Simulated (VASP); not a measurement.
Input of a VASP 6.6.1 run:

Contents of INCAR:

```
ALGO     = Normal         # electronic algorithm
EDIFF    = 1E-6           # SCF threshold, eV
ENCUT    = 520            # plane-wave cutoff, eV
GGA      = PS             # functional
ISIF     = 2              # what is computed and relaxed
ISMEAR   = 0              # smearing method
LASPH    = T              # aspherical terms in the spheres
LCHARG   = T              # write CHGCAR
LELF     = T              # ELF
LREAL    = F              # projectors in reciprocal space
LVHAR    = T            
LWAVE    = F              # write WAVECAR
NBANDS   = 9              # bands
NELM     = 80             # most SCF steps
PREC     = Accurate       # precision mode
SIGMA    = 0.01           # smearing width, eV
```

File KPOINTS:

```
k-points
0
Gamma
  10 10 10
```

The input POSCAR:

```
LiH
1.0
    1.8645504639      1.8645504639      0.0000000000
   -1.8645504639      1.8645504639      0.0000000000
    0.0000000000      1.8645504639      1.8645504639
Li H
1 1
Direct
    0.0000000000      0.0000000000      0.0000000000
    0.5000000000      0.5000000000      0.0000000000
```

Potentials or basis: VASP PAW PBE potentials, release 64 (Li_sv, H).

Command:

```console
$ cat potpaw_PBE.64/Li_sv/POTCAR potpaw_PBE.64/H/POTCAR > POTCAR
$ mpirun -np 1 vasp_std > vasp.out
```

(1) Estimate the band gap on the k mesh.

Results:

(1) 2.52 eV, direct.
